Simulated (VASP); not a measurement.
# Si (Im-3m) in VASP: notebook

Runs on Si. Level: PBEsol. Tasks: single point, relaxation of cell and atoms.

All numbers are computed with VASP 6.6.1; they aren't measurements. Logs are shortened: lines on timing, memory, paths and dates and some standing lists are left out, and cuts for length are marked.

## Step 1: The cell of the first run

The structure is cubic, space group Im-3m (No. 229). The conventional cell has a = 3.068 Å, b = 3.068 Å, c = 3.068 Å, α = 90.00°, β = 90.00°, γ = 90.00°. Within 3.5 Å of Si (site symmetry m-3m) lie 14 Si at 2.66 to 3.07 Å.

## Step 2: Single point, PBEsol

The input, INCAR:

```
  PREC = Accurate
  ENCUT = 520
  EDIFF = 1E-6
  ISMEAR = -1
  SIGMA = 0.08
  LREAL = False
  LASPH = True
  NELM = 100
  ALGO = Normal
  ISIF = 2
  LWAVE = False
  LCHARG = True
  GGA = PS
  LELF = True
  LVHAR = True
  NBANDS = 8
```

The input, KPOINTS:

```
Automatic mesh
0
Gamma
  17 17 17
```

The input, POSCAR:

```
Si
1.0
   -1.5339486694      1.5339486694      1.5339486694
    1.5339486694     -1.5339486694      1.5339486694
    1.5339486694      1.5339486694     -1.5339486694
Si
1
Direct
    0.0000000000      0.0000000000      0.0000000000
```

Potentials or basis: VASP PAW PBE potentials, release 64 (Si).

Launch:

```sh
$ cat potpaw_PBE.64/Si/POTCAR > POTCAR
$ mpirun -np 1 vasp_std > vasp.out
```

OUTCAR:

```text
PREC = Accurate
   ENCUT = 520
   EDIFF = 1E-6
   ISMEAR = -1
   LREAL = False
   LASPH = True
   NELM = 100
   ISIF = 2
   GGA = PS

 ion  position               nearest neighbor table
   1  0.000  0.000  0.000-

  LATTYP: Found a body centered cubic cell.
 ALAT       =     3.0678973388

  Lattice vectors:

 A1 = (  -1.5339486694,   1.5339486694,   1.5339486694)
 A2 = (   1.5339486694,  -1.5339486694,   1.5339486694)
 A3 = (   1.5339486694,   1.5339486694,  -1.5339486694)

Analysis of symmetry for initial positions (statically):
=====================================================================
 Subroutine PRICEL returns:
 Original cell was already a primitive cell.

 Routine SETGRP: Setting up the symmetry group for a
 body centered cubic supercell.

 Subroutine GETGRP returns: Found 48 space group operations
 (whereof 48 operations were pure point group operations)
 out of a pool of 48 trial point group operations.

The static configuration has the point symmetry O_h .

Analysis of symmetry for dynamics (positions and initial velocities):
=====================================================================
 Subroutine PRICEL returns:
 Original cell was already a primitive cell.

 Routine SETGRP: Setting up the symmetry group for a
 body centered cubic supercell.

 Subroutine GETGRP returns: Found 48 space group operations
 (whereof 48 operations were pure point group operations)
 out of a pool of 48 trial point group operations.

The dynamic configuration has the point symmetry O_h .

 Subroutine INISYM returns: Found 48 space group operations
 (whereof 48 operations are pure point group operations),
 and found     1 'primitive' translations

----------------------------------------------------------------------------------------

                                     Primitive cell

  volume of cell :      14.4375

  direct lattice vectors                    reciprocal lattice vectors
    -1.533948669  1.533948669  1.533948669     0.000000000  0.325956148  0.325956148
     1.533948669 -1.533948669  1.533948669     0.325956148  0.000000000  0.325956148
     1.533948669  1.533948669 -1.533948669     0.325956148  0.325956148  0.000000000

  length of vectors
     2.656877032  2.656877032  2.656877032     0.460971606  0.460971606  0.460971606
[... 71 lines left out ...]
   ISTART =      0    job   : 0-new  1-cont  2-samecut
   ICHARG =      2    charge: 1-file 2-atom 10-const
   ISPIN  =      1    spin polarized calculation?
   LNONCOLLINEAR =      F non collinear calculations
   LSORBIT =      F    spin-orbit coupling
   LASPH  =      T    aspherical Exc in radial PAW
   ENCUT  =  520.0 eV  38.22 Ry    6.18 a.u.   4.94  4.94  4.94*2*pi/ulx,y,z
   NELM   =    100;   NELMIN=  2; NELMDL= -5     # of ELM steps
   EDIFF  = 0.1E-05   stopping-criterion for ELM
   LREAL  =      F    real-space projection
   EDIFFG = 0.1E-04   stopping-criterion for IOM
   NSW    =      0    number of steps for IOM
   IBRION =     -1    ionic relax: 0-MD 1-quasi-New 2-CG
   NFREE  =      0    steps in history (QN), initial steepest desc. (CG)
   ISIF   =      2    stress and relaxation
   ISYM   =      2    0-nonsym 1-usesym 2-fastsym
   POTIM  = 0.5000    time-step for ionic-motion
   TEBEG  =    0.0;   TEEND  =   0.0 temperature during run
   PSTRESS=    0.0 pullay stress
   NELECT =       4.0000    total number of electrons
   NUPDOWN=      -1.0000    fix difference up-down
   EMIN   =  10.00;   EMAX   =-10.00  energy-range for DOS
   EFERMI =   0.00;   METHOD = LEGACY
   ISMEAR =    -1;   SIGMA  =   0.08  broadening in eV -4-tet -1-fermi 0-gaus
   EFERMI_NEDOS =   21; number of points for ismear=-14 and -15
   IALGO  =     38    algorithm
   IMIX   =      4    mixing-type and parameters
     AMIX     =   0.40;   BMIX     =  1.00
     AMIX_MAG =   1.60;   BMIX_MAG =  1.00
  volume/ion in A,a.u.               =      14.44        97.43
  Fermi-wavevector in a.u.,A,eV,Ry     =   1.067245  2.016800 15.497189  1.139011
  Thomas-Fermi vector in A             =   2.202855
   LORBIT       =      0    0 simple, 1 ext, 2 COOP (PROOUT), +10 PAW based schemes
   GGA     = PS    functional components
   LHFCALC =     F    Hartree Fock is set to
   AEXX    =    0.0000 exact exchange contribution
   IVDW    =     0    specifies the selected vdW correction
   LEPSILON=     F    determine dielectric tensor
   LRPA    =     F    only Hartree local field effects (RPA)
 non-spin polarized calculation
  energy-cutoff  :      520.00
  volume of cell :       14.44
 maximum number of plane-waves:       402
   NGX =  9   NGY =  9   NGZ =  9

 number of electron       4.0000000 magnetization

 Free energy of the ion-electron system (eV)
  ---------------------------------------------------
  ext. energy  EPLUGINS =         0.00000000
  ---------------------------------------------------
  free energy    TOTEN  =        -5.35715387 eV

  energy without entropy =       -5.34772550  energy(sigma->0) =       -5.35243969

 E-fermi :   9.9797     XC(G=0): -11.2558

 val. band max:        9.9616151995   @ k =  -0.4118   0.4118   0.4118
 cond. band min:       9.9810800611   @ k =  -0.2941   0.3529   0.1176
 fundamental gap:      0.0194648616
 Fermi energy:         9.9797316787

 k-point     1 :       0.0000    0.0000    0.0000
  band No.  band energies     occupation
      1      -4.3126      2.00000
      2      21.5743      0.00000
      3      21.5743      0.00000
      4      21.5743      0.00000
      5      22.6323      0.00000
      6      22.6323      0.00000
      7      22.6323      0.00000
      8      26.3112      0.00000
[... 243 lines left out ...]
 k-point    24 :       0.1765    0.1765    0.0000
  band No.  band energies     occupation
      1      -1.4460      2.00000
      2      12.1716      0.00000
      3      12.5000      0.00000
      4      17.1139      0.00000
      5      22.1648      0.00000
      6      23.0455      0.00000
      7      26.8650      0.00000
      8      28.0023      0.00000

 [... further k-points ...]
[... 5 lines left out ...]
  --------------------------------------------------------------------------------------
  -------------------------------------------------------------------------------------
  Total       -0.0938386     -0.0938386     -0.0938386     -0.0000000      0.0000000      0.0000000
  in kB      -10.4135723    -10.4135723    -10.4135723     -0.0000000      0.0000000      0.0000000
  external PRESSURE =     -10.4135723 kB  Pullay stress =       0.0000000 kB

 VOLUME and BASIS-vectors are now :
 -----------------------------------------------------------------------------
  energy-cutoff  :      520.00
  volume of cell :       14.44
      direct lattice vectors                 reciprocal lattice vectors
    -1.533948669  1.533948669  1.533948669     0.000000000  0.325956148  0.325956148
     1.533948669 -1.533948669  1.533948669     0.325956148  0.000000000  0.325956148
     1.533948669  1.533948669 -1.533948669     0.325956148  0.325956148  0.000000000

 POSITION                                       TOTAL-FORCE (eV/Angst)
 -----------------------------------------------------------------------------------
      0.00000      0.00000      0.00000         0.000000      0.000000      0.000000
 -----------------------------------------------------------------------------------
    total drift:                                0.000000      0.000000     -0.000000

  FREE ENERGIE OF THE ION-ELECTRON SYSTEM (eV)
  ---------------------------------------------------
  free  energy   TOTEN  =        -5.3571538739 eV

  energy  without entropy=       -5.3477254989  energy(sigma->0) =       -5.35243969
```

stdout:

```text
POSCAR found type information on POSCAR Si
 POSCAR found :  1 types and       1 ions
 scaLAPACK will be used
 -----------------------------------------------------------------------------
|                                                                             |
|                                                                             |
|     You enforced a specific xc type in the INCAR file but a different       |
|     I HOPE YOU KNOW WHAT YOU ARE DOING!                                     |
|                                                                             |
 -----------------------------------------------------------------------------

 LDA part: xc-table for (Slater+PW92), standard interpolation
 POSCAR, INCAR and KPOINTS ok, starting setup
 FFT: planning ... GRIDC
 FFT: planning ... GRID_SOFT
 FFT: planning ... GRID
 WAVECAR not read
 entering main loop
```

Run time: 7 s. Hardware: 1 thread of Intel Xeon Platinum 8559C (Emerald Rapids), shared host; peak memory 0.12 GiB.

Results:

```yaml
Free_energy: -5.3572 eV
Pressure: -1.0 GPa
Band_gap_on_the_k_mesh: zero (band 2 reaches 21.57 eV, above the bottom of band 3 at 5.93 eV)
```

Levels at points of the mesh, in eV from the Fermi level:
```
           k point  band 1  band 2  band 3  band 4  band 5  band 6  band 7
(0.00, 0.00, 0.00)  -14.29   11.59   11.59   11.59   12.65   12.65   12.65
```

Caveat: the PAW data sets were made with another functional, which shifts forces and pressure a little.

## Step 3: Single point, PBEsol

The input, INCAR:

```
PREC     = Accurate       # precision mode
ENCUT    = 520            # plane-wave cutoff, eV
EDIFF    = 1E-7           # SCF threshold, eV
ISMEAR   = -1             # smearing method
SIGMA    = 0.08           # smearing width, eV
LREAL    = False          # projectors in reciprocal space
LASPH    = True           # aspherical terms in the spheres
NELM     = 80             # most SCF steps
ALGO     = Normal         # electronic algorithm
ISIF     = 2              # what is computed and relaxed
LWAVE    = False          # write WAVECAR
LCHARG   = False          # write CHGCAR
GGA      = PS             # functional
NBANDS   = 8              # bands
```

KPOINTS is that of step 2.

The input, POSCAR:

```
Si
1.0
   -1.5341527482      1.5341527482      1.5341527482
    1.5341527482     -1.5341527482      1.5341527482
    1.5341527482      1.5341527482     -1.5341527482
Si
1
Direct
    0.0000000000      0.0000000000      0.0000000000
```

Potentials or basis: VASP PAW PBE potentials, release 64 (Si).

Launch:

```sh
$ cat potpaw_PBE.64/Si/POTCAR > POTCAR
$ mpirun -np 1 vasp_std > vasp.out
```

Run time: 7.5 s. Hardware: 1 thread of Intel Xeon Platinum 8559C (Emerald Rapids), shared host; peak memory 0.12 GiB.

The run converged. Its results:

```
Free energy            : -5.3571 eV
Pressure               : -1.1 GPa
Band gap on the k mesh : zero (band 2 reaches 21.56 eV, above the bottom of band 3 at 5.93 eV)
```

Levels at points of the mesh, in eV from the Fermi level:
| k point | band 1 | band 2 | band 3 | band 4 | band 5 | band 6 |
| --- | --- | --- | --- | --- | --- | --- |
| (0.00, 0.00, 0.00) | -14.29 | 11.59 | 11.59 | 11.59 | 12.65 | 12.65 |

Caveat: the PAW data sets were made with another functional, which shifts forces and pressure a little.

## Step 4: Relaxation of cell and atoms, PBEsol, target pressure -1.2 GPa, at which the enthalpy is minimised

This run uses another cell than the first one, of 14.26 Å³/atom, 0.988 times its volume.

The input, INCAR:

```
PREC = Accurate ; ENCUT = 600
EDIFF = 1E-7 ; ISMEAR = -1
SIGMA = 0.08 ; LREAL = False
LASPH = True ; NELM = 80
ALGO = Normal ; ISIF = 3
LWAVE = False ; LCHARG = False
GGA = PS ; IBRION = 2
NSW = 60 ; EDIFFG = -0.005
PSTRESS = -12.0
```

KPOINTS is that of step 3.

The input, POSCAR:

```
Si
1.0
   -1.5275468218      1.5275468218      1.5275468218
    1.5275468218     -1.5275468218      1.5275468218
    1.5275468218      1.5275468218     -1.5275468218
Si
1
Direct
    0.0000000000      0.0000000000      0.0000000000
```

Launch:

```sh
$ cat potpaw_PBE.64/Si/POTCAR > POTCAR
$ mpirun -np 1 vasp_std > vasp.out
```

Run time: 9.5 s. Hardware: 1 thread of Intel Xeon 6975P-C (Granite Rapids), shared host; peak memory 0.13 GiB.

It converged, with:

* Free energy: -5.3570 eV
* Relaxed volume: 14.46 Å³/atom
* Relaxed cell: a = 2.658 Å, b = 2.658 Å, c = 2.658 Å, α = 109.47°, β = 109.47°, γ = 109.47°
* Space group after relaxing (to 0.05 Å): Im-3m (No. 229)
* Energy change on relaxing (the enthalpy is what falls): +0.6 meV/atom
* Ionic steps: 3
* Pressure after relaxing: -1.2 GPa
* Band gap on the k mesh: zero (band 2 reaches 21.53 eV, above the bottom of band 3 at 5.92 eV)

The path:
| step | energy change (eV) | largest force (eV/Å) | pressure (GPa) | volume (Å³) |
| --- | --- | --- | --- | --- |
| 1 | 0.0000 | 0.0000 | 0.23 | 14.26 |
| 2 | 0.0012 | 0.0000 | -1.59 | 14.52 |
| 3 | 0.0006 | 0.0000 | -1.20 | 14.46 |

Final structure:
```cif
data_structure
_symmetry_space_group_name_H-M 'P 1'
_symmetry_Int_Tables_number 1
_cell_length_a 2.6583
_cell_length_b 2.6583
_cell_length_c 2.6583
_cell_angle_alpha 109.471
_cell_angle_beta 109.471
_cell_angle_gamma 109.471
_cell_volume 14.46
loop_
_atom_site_label
_atom_site_type_symbol
_atom_site_fract_x
_atom_site_fract_y
_atom_site_fract_z
_atom_site_occupancy
Si1 Si 0.00000 0.00000 0.00000 1
```

Levels at points of the mesh, in eV from the Fermi level:
| k point | band 1 | band 2 | band 3 | band 4 | band 5 | band 6 |
| --- | --- | --- | --- | --- | --- | --- |
| (0.00, 0.00, 0.00) | -14.28 | 11.57 | 11.57 | 11.57 | 12.65 | 12.65 |

Caveat: the cell is relaxed towards a set pressure, so the enthalpy falls and the energy may rise; the PAW data sets were made with another functional, which shifts forces and pressure a little.

## Step 5: Relaxation of cell and atoms, PBEsol, target pressure -1.2 GPa, at which the enthalpy is minimised

The input, INCAR:

```
  ALGO = Normal
  EDIFF = 1E-6
  EDIFFG = -0.005
  ENCUT = 600
  GGA = PS
  IBRION = 2
  ISIF = 3
  ISMEAR = -1
  LASPH = T
  LCHARG = F
  LREAL = F
  LWAVE = F
  NELM = 100
  NSW = 32
  PREC = Accurate
  PSTRESS = -12.0
  SIGMA = 0.08
```

The input, KPOINTS:

```
k-points
0
Gamma
  17 17 17
```

The input, POSCAR:

```
Si
1.0
   -1.5339486694      1.5339486694      1.5339486694
    1.5339486694     -1.5339486694      1.5339486694
    1.5339486694      1.5339486694     -1.5339486694
Si
1
Direct
    0.0000000000      0.0000000000      0.0000000000
```

Launch:

```sh
$ cat potpaw_PBE.64/Si/POTCAR > POTCAR
$ mpirun -np 1 vasp_std > vasp.out
```

Wall time 6.5 s (1 thread of Intel Xeon 6975P-C (Granite Rapids), shared host); peak memory 0.13 GiB.

The run converged. Its results:

* Free energy: -5.3569 eV
* Relaxed volume: 14.47 Å³/atom
* Relaxed cell: a = 2.659 Å, b = 2.659 Å, c = 2.659 Å, α = 109.47°, β = 109.47°, γ = 109.47°
* Space group after relaxing (to 0.05 Å): Im-3m (No. 229)
* Energy change on relaxing (the enthalpy is what falls): +0.2 meV/atom
* Ionic steps: 2
* Pressure after relaxing: -1.2 GPa
* Band gap on the k mesh: zero (band 2 reaches 21.52 eV, above the bottom of band 3 at 5.92 eV)

The path:
| step | energy change (eV) | largest force (eV/Å) | pressure (GPa) | volume (Å³) |
| --- | --- | --- | --- | --- |
| 1 | 0.0000 | 0.0000 | -1.04 | 14.44 |
| 2 | 0.0002 | 0.0000 | -1.24 | 14.47 |

Final structure:
```
CELL_PARAMETERS angstrom
-1.53503 1.53503 1.53503
1.53503 -1.53503 1.53503
1.53503 1.53503 -1.53503
ATOMIC_POSITIONS crystal
Si 0.00000 0.00000 0.00000
```

Levels at points of the mesh, in eV from the Fermi level:
```csv
k point,band 1,band 2,band 3,band 4,band 5
"(0.00, 0.00, 0.00)",-14.27,11.57,11.57,11.57,12.64
```

Caveat: the cell is relaxed towards a set pressure, so the enthalpy falls and the energy may rise; the PAW data sets were made with another functional, which shifts forces and pressure a little.

## Step 6: Summary

| task | cell | cutoff (eV) | gap on the mesh (eV) | pressure (GPa) |
| --- | --- | --- | --- | --- |
| single point | a = 2.657 Å, angles 109.5°, 1 atom | 520 | none | -1.1 |
| relaxation of cell and atoms | relaxed to -1.2 GPa from a = 2.646 Å, angles 109.5°, 1 atom | 600 | none | -1.2 |
| relaxation of cell and atoms | relaxed to -1.2 GPa from a = 2.657 Å, angles 109.5°, 1 atom | 600 | none | -1.2 |

Alike in all rows: level PBEsol; potentials or basis VASP PAW PBE potentials, release 64 (Si); no spin polarisation; k mesh 17 × 17 × 17; smearing fermi-dirac 0.08 eV.

Caveats: the PAW data sets were made with another functional, which shifts forces and pressure a little; the cell is relaxed towards a set pressure, so the enthalpy falls and the energy may rise (some runs).

Absolute energies hang on the potentials; compare differences alone.
